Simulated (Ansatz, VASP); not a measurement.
## GaN: VASP beside Ansatz

```xyz
2
Lattice="0.0000 2.2491 2.2604 2.2491 0.0000 2.2604 2.2491 2.2491 0.0000" Properties=species:S:1:pos:R:3 pbc="T T T"
Ga    0.0000    0.0000    0.0000
N     1.1246    1.1246    1.1302
```

Change from the starting cell: z stretched by +0.5 %, x and y held.

Alike in both runs: task single point; functional PBEsol; k mesh 8 × 8 × 8; non-collinear spin, spin-orbit coupling.

|  | VASP | Ansatz |
| --- | --- | --- |
| version | VASP 6.6.1 | Ansatz 0.2.0 |
| potentials or method | VASP PAW PBE potentials, release 64 (Ga_d, N), cutoff 520 eV | all-electron LAPW |
| occupations | gaussian, width 0.01 eV | fixed |

```csv
,VASP,Ansatz,Ansatz less VASP
pressure (GPa),-1.2,-1.0,+0.20
"traceless stress, the component that is largest in VASP (GPa)",-0.42,-0.42,+0.003
net moment per atom (μB),0.00,0.00,0.000
```

VASP's potentials were made for PBE, not for PBEsol. Ansatz ran all-electron here, and VASP with PAW potentials.
